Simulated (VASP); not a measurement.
# FeS2 (Pnnm) in VASP: a series of runs

Runs on FeS2. Level: PBE. Tasks: relaxation of shape and atoms at fixed volume.

Program: VASP 6.6.1. These are calculated values, not measurements. Logs are shortened: lines on timing, memory, paths and dates and some standing lists are left out, and cuts for length are marked.

**1. The cell of the first run**

It takes space group Pnnm (No. 58, orthorhombic). Conventional cell: a = 4.468 Å, b = 5.446 Å, c = 3.412 Å, α = 90.00°, β = 90.00°, γ = 90.00°. Within 3.0 Å of Fe (site symmetry 2/m) lie 6 S at 2.24 to 2.26 Å. S (site symmetry m) has 3 Fe at 2.24 to 2.26 Å and 2 S at 2.29 to 2.96 Å within 3.0 Å.

**2. Relaxation of shape and atoms at fixed volume, PBE (13.84 Å³/atom)**

INCAR reads:

```
SYSTEM = FeS2
PREC = Accurate
ENCUT = 600
EDIFF = 1E-7
ISMEAR = 0
SIGMA = 0.05
LREAL = .False.
LASPH = .True.
NELM = 120
ALGO = Normal
ISIF = 4
LWAVE = .False.
LCHARG = .False.
GGA = PE
IBRION = 2
NSW = 60
EDIFFG = -0.01
GGA_COMPAT = .False.
NELMIN = 4
```

KPOINTS reads:

```
regular mesh
0
Gamma
  6 4 8
  0 0 0
```

POSCAR reads:

```
FeS2
1.0
    4.4683084376      0.0000000000      0.0000000000
    0.0000000000      5.4456359722      0.0000000000
    0.0000000000      0.0000000000      3.4117876277
Fe S
2 4
Direct
    0.0000000000      0.0000000000      0.0000000000
    0.5000000000      0.5000000000      0.5000000000
    0.2062737188      0.3751857004      0.0000000000
    0.2937262812      0.8751857004      0.5000000000
    0.7937262812      0.6248142996      0.0000000000
    0.7062737188      0.1248142996      0.5000000000
```

Potentials or basis: VASP PAW PBE potentials, release 64 (Fe, S).

The run is started by

```
$ cat potpaw_PBE.64/Fe/POTCAR potpaw_PBE.64/S/POTCAR > POTCAR
$ mpirun -np 1 vasp_std > vasp.out
```

OUTCAR:

```text
SYSTEM = FeS2
   PREC = Accurate
   ENCUT = 600
   EDIFF = 1E-7
   ISMEAR = 0
   LREAL = .False.
   LASPH = .True.
   NELM = 120
   ISIF = 4
   GGA = PE
   IBRION = 2
   NSW = 60
   EDIFFG = -0.01
   NELMIN = 4

 ion  position               nearest neighbor table
   1  0.000  0.000  0.000-   3 2.24   5 2.24   4 2.26   6 2.26   4 2.26   6 2.26
   2  0.500  0.500  0.500-   4 2.24   6 2.24   5 2.26   3 2.26   3 2.26   5 2.26
   3  0.206  0.375  0.000-   1 2.24   2 2.26   2 2.26   5 2.29
   4  0.294  0.875  0.500-   2 2.24   1 2.26   1 2.26   6 2.29
   5  0.794  0.625  0.000-   1 2.24   2 2.26   2 2.26   3 2.29
   6  0.706  0.125  0.500-   2 2.24   1 2.26   1 2.26   4 2.29

  LATTYP: Found a simple orthorhombic cell.
 ALAT       =     3.4117876277
 B/A-ratio  =     1.3096678121
 C/A-ratio  =     1.5961239580

  Lattice vectors:

 A1 = (   0.0000000000,   0.0000000000,   3.4117876277)
 A2 = (   4.4683084376,   0.0000000000,   0.0000000000)
 A3 = (   0.0000000000,   5.4456359722,   0.0000000000)

Analysis of symmetry for initial positions (statically):
=====================================================================
 Subroutine PRICEL returns:
 Original cell was already a primitive cell.

 Routine SETGRP: Setting up the symmetry group for a
 simple orthorhombic supercell.

 Subroutine GETGRP returns: Found  8 space group operations
 (whereof  4 operations were pure point group operations)
 out of a pool of  8 trial point group operations.

The static configuration has the point symmetry C_2h.
 The point group associated with its full space group is D_2h.

Analysis of symmetry for dynamics (positions and initial velocities):
=====================================================================
 Subroutine PRICEL returns:
 Original cell was already a primitive cell.

 Routine SETGRP: Setting up the symmetry group for a
 simple orthorhombic supercell.

 Subroutine GETGRP returns: Found  8 space group operations
 (whereof  4 operations were pure point group operations)
 out of a pool of  8 trial point group operations.

The dynamic configuration has the point symmetry C_2h.
 The point group associated with its full space group is D_2h.

 Subroutine INISYM returns: Found  8 space group operations
 (whereof  4 operations are pure point group operations),
 and found     1 'primitive' translations

----------------------------------------------------------------------------------------

                                     Primitive cell

  volume of cell :      83.0183

  direct lattice vectors                    reciprocal lattice vectors
     4.468308438  0.000000000  0.000000000     0.223798338  0.000000000  0.000000000
     0.000000000  5.445635972  0.000000000     0.000000000  0.183633281  0.000000000
     0.000000000  0.000000000  3.411787628     0.000000000  0.000000000  0.293101479

  length of vectors
     4.468308438  5.445635972  3.411787628     0.223798338  0.183633281  0.293101479

  position of ions in fractional coordinates (direct lattice)
     0.000000000  0.000000000  0.000000000
     0.500000000  0.500000000  0.500000000
     0.206273719  0.375185700  0.000000000
     0.293726281  0.875185700  0.500000000
     0.793726281  0.624814300  0.000000000
     0.706273719  0.124814300  0.500000000

  ion indices of the primitive-cell ions
   primitive index   ion index
                 1           1
                 2           2
                 3           3
                 4           4
                 5           5
                 6           6

----------------------------------------------------------------------------------------

 KPOINTS: regular mesh

Automatic generation of k-mesh.
 Grid dimensions read from file:
 generate k-points for:    6    4    8

 Generating k-lattice:

  Cartesian coordinates                     Fractional coordinates (reciprocal lattice)
     0.037299723  0.000000000  0.000000000     0.166666667  0.000000000  0.000000000
     0.000000000  0.045908320  0.000000000     0.000000000  0.250000000  0.000000000
     0.000000000  0.000000000  0.036637685     0.000000000  0.000000000  0.125000000

  Length of vectors
     0.037299723  0.045908320  0.036637685

  Shift w.r.t. Gamma in fractional coordinates (k-lattice)
     0.000000000  0.000000000  0.000000000

 Subroutine IBZKPT returns following result:
 ===========================================

 Found     60 irreducible k-points:

 Following reciprocal coordinates:
            Coordinates               Weight
  0.000000  0.000000  0.000000      1.000000
  0.166667  0.000000  0.000000      2.000000
  0.333333  0.000000  0.000000      2.000000
  0.500000  0.000000  0.000000      1.000000
  0.000000  0.250000  0.000000      2.000000
  0.166667  0.250000  0.000000      4.000000
[... 16 lines left out ...]
  0.333333  0.500000  0.125000      4.000000
  0.500000  0.500000  0.125000      2.000000
 [... further k-points ...]
   k-points           NKPTS =     60   k-points in BZ     NKDIM =     60   number of bands    NBANDS=     24
   number of dos      NEDOS =    301   number of ions     NIONS =      6
   total plane-waves  NPLWV =  48384
   dimension x,y,z NGX =    36 NGY =   48 NGZ =   28
   dimension x,y,z NGXF=    72 NGYF=   96 NGZF=   56
   ions per type =               2   4
   NGX,Y,Z   is equivalent  to a cutoff of  13.39, 14.65, 13.64 a.u.
   NGXF,Y,Z  is equivalent  to a cutoff of  26.79, 29.31, 27.29 a.u.
 SYSTEM =  FeS2
   PREC   = accura    normal or accurate (medium, high low for compatibility)
   ISTART =      0    job   : 0-new  1-cont  2-samecut
   ICHARG =      2    charge: 1-file 2-atom 10-const
   ISPIN  =      1    spin polarized calculation?
   LNONCOLLINEAR =      F non collinear calculations
   LSORBIT =      F    spin-orbit coupling
   LASPH  =      T    aspherical Exc in radial PAW
   ENCUT  =  600.0 eV  44.10 Ry    6.64 a.u.   8.92 10.88  6.81*2*pi/ulx,y,z
   NELM   =    120;   NELMIN=  4; NELMDL= -5     # of ELM steps
   EDIFF  = 0.1E-06   stopping-criterion for ELM
   LREAL  =      F    real-space projection
   EDIFFG = -.1E-01   stopping-criterion for IOM
   NSW    =     60    number of steps for IOM
   IBRION =      2    ionic relax: 0-MD 1-quasi-New 2-CG
   NFREE  =      1    steps in history (QN), initial steepest desc. (CG)
   ISIF   =      4    stress and relaxation
   ISYM   =      2    0-nonsym 1-usesym 2-fastsym
   POTIM  = 0.5000    time-step for ionic-motion
   TEBEG  =    0.0;   TEEND  =   0.0 temperature during run
   PSTRESS=    0.0 pullay stress
   NELECT =      40.0000    total number of electrons
   NUPDOWN=      -1.0000    fix difference up-down
   EMIN   =  10.00;   EMAX   =-10.00  energy-range for DOS
   EFERMI =   0.00;   METHOD = LEGACY
   ISMEAR =     0;   SIGMA  =   0.05  broadening in eV -4-tet -1-fermi 0-gaus
   EFERMI_NEDOS =   21; number of points for ismear=-14 and -15
   IALGO  =     38    algorithm
   IMIX   =      4    mixing-type and parameters
     AMIX     =   0.40;   BMIX     =  1.00
     AMIX_MAG =   1.60;   BMIX_MAG =  1.00
  volume/ion in A,a.u.               =      13.84        93.37
  Fermi-wavevector in a.u.,A,eV,Ry     =   1.283424  2.425320 22.411215  1.647178
  Thomas-Fermi vector in A             =   2.415678
   LORBIT       =      0    0 simple, 1 ext, 2 COOP (PROOUT), +10 PAW based schemes
   GGA     = PE    functional components
   LHFCALC =     F    Hartree Fock is set to
   AEXX    =    0.0000 exact exchange contribution
   IVDW    =     0    specifies the selected vdW correction
   LEPSILON=     F    determine dielectric tensor
   LRPA    =     F    only Hartree local field effects (RPA)
 conjugate gradient relaxation of ions
 non-spin polarized calculation
 Gauss-broadening in eV      SIGMA  =   0.05
  energy-cutoff  :      600.00
  volume of cell :       83.02
 maximum number of plane-waves:      2790
 NGX is ok and might be reduce to    36
   NGX = 17   NGY = 21   NGZ = 13

--------------------------------------- Ionic step        1  -------------------------------------------

 number of electron      40.0000006 magnetization

 Free energy of the ion-electron system (eV)
  ---------------------------------------------------
  ext. energy  EPLUGINS =         0.00000000
  ---------------------------------------------------
  free energy    TOTEN  =       -36.09210529 eV

  energy without entropy =      -36.09210529  energy(sigma->0) =      -36.09210529

------------------------ aborting loop because EDIFF is reached ----------------------------------------

  FORCE on cell =-STRESS in cart. coord.  units (eV):
  Direction    XX          YY          ZZ          XY          YZ          ZX
  --------------------------------------------------------------------------------------
  -------------------------------------------------------------------------------------
  Total       -1.3998576     -1.4666402     -1.3853522      0.0000000      0.0000000      0.0000000
  in kB      -27.0159792    -28.3048211    -26.7360374      0.0000000      0.0000000      0.0000000
  external PRESSURE =     -27.3522792 kB  Pullay stress =       0.0000000 kB
[... 105 lines left out ...]
  energy  without entropy=      -36.0924207723  energy(sigma->0) =      -36.09242077

--------------------------------------- Ionic step        4  -------------------------------------------

 number of electron      40.0000007 magnetization

 Free energy of the ion-electron system (eV)
  ---------------------------------------------------
  ext. energy  EPLUGINS =         0.00000000
  ---------------------------------------------------
  free energy    TOTEN  =       -36.09244867 eV

  energy without entropy =      -36.09244867  energy(sigma->0) =      -36.09244867

 E-fermi :   7.6630     XC(G=0): -11.6155

 val. band max:        7.4476125809   @ k =   0.1667   0.0000   0.2500
 cond. band min:       8.2730400960   @ k =   0.0000   0.5000   0.5000
 fundamental gap:      0.8254275151
 Fermi energy:         7.6629885104

 k-point     1 :       0.0000    0.0000    0.0000
  band No.  band energies     occupation
      1      -9.0499      2.00000
      2      -6.7356      2.00000
      3      -4.9756      2.00000
      4      -4.2902      2.00000
      5       0.0097      2.00000
      6       1.5047      2.00000
[... 637 lines left out ...]
     23       9.2310      0.00000
     24       9.2310      0.00000

 [... further k-points ...]

------------------------ aborting loop because EDIFF is reached ----------------------------------------

  FORCE on cell =-STRESS in cart. coord.  units (eV):
  Direction    XX          YY          ZZ          XY          YZ          ZX
  --------------------------------------------------------------------------------------
  -------------------------------------------------------------------------------------
  Total       -1.4195046     -1.4643401     -1.4261444      0.0000000      0.0000000      0.0000000
  in kB      -27.3951485    -28.2604321    -27.5232897      0.0000000      0.0000000      0.0000000
  external PRESSURE =     -27.7262901 kB  Pullay stress =       0.0000000 kB
[... 21 lines left out ...]
  FREE ENERGIE OF THE ION-ELECTRON SYSTEM (eV)
  ---------------------------------------------------
  free  energy   TOTEN  =       -36.0924486750 eV

  energy  without entropy=      -36.0924486750  energy(sigma->0) =      -36.09244867

 reached required accuracy - stopping structural energy minimisation
```

It took 11 min on 1 thread of Oxide Virtual Turin-like, shared host; peak memory 0.26 GiB.

What came out:

- Free energy: -36.0924 eV
- Energy gained by relaxing: 0.1 meV/atom
- Ionic steps: 4
- Pressure after relaxing: -2.8 GPa
- Largest force after relaxing: 0.005 eV/Å
- Band gap on the k mesh: 0.83 eV (least direct gap 1.13 eV)

Forces on the atoms (eV/Å):
```
Fe   0.000  0.000  0.000
Fe   0.000  0.000  0.000
S   -0.003 -0.004  0.000
S    0.003 -0.004  0.000
S    0.003  0.004  0.000
S   -0.003  0.004  0.000
```

Step by step:
```csv
step,energy change (eV),largest force (eV/Å),pressure (GPa),volume (Å³)
1,0.0000,0.0413,-2.74,83.02
2,-0.0003,0.0211,-2.75,83.02
3,-0.0003,0.0059,-2.76,83.02
4,-0.0003,0.0050,-2.77,83.02
```

Final structure:
```
Fe S
1.0
     4.46847    0.00000    0.00000
     0.00000    5.44504    0.00000
     0.00000    0.00000    3.41204
Fe S
2 4
Cartesian
  0.0000 0.0000 0.0000
  2.2342 2.7225 1.7060
  0.9192 2.0464 3.4120
  1.3150 4.7689 1.7060
  3.5492 3.3987 0.0000
  3.1535 0.6761 1.7060
```

Levels at points of the mesh, in eV from the valence-band top:
```
           k point  band 17  band 18  band 19  band 20  band 21  band 22  band 23  band 24
(0.00, 0.00, 0.00)    -0.88    -0.71    -0.69    -0.41     1.12     1.36     2.62     3.03
(0.50, 0.00, 0.00)    -0.61    -0.61    -0.10    -0.10     1.82     1.82     1.84     1.84
(0.00, 0.50, 0.00)    -0.75    -0.75    -0.30    -0.30     1.08     1.08     2.40     2.40
(0.50, 0.50, 0.00)    -1.04    -1.04    -0.84    -0.84     1.34     1.34     2.00     2.00
(0.00, 0.00, 0.50)    -0.82    -0.82    -0.38    -0.38     1.44     1.44     1.67     1.67
(0.50, 0.00, 0.50)    -0.70    -0.70    -0.31    -0.31     1.46     1.46     1.80     1.80
(0.00, 0.50, 0.50)    -1.33    -1.33    -0.35    -0.35     0.83     0.83     2.24     2.24
(0.50, 0.50, 0.50)    -0.53    -0.53    -0.33    -0.33     1.55     1.55     2.03     2.03
```

A k mesh can miss the band edges. Spin polarisation is off, so any magnetic state and its effect on volume and gap are missing.

(Continued in part 2 of 2.)
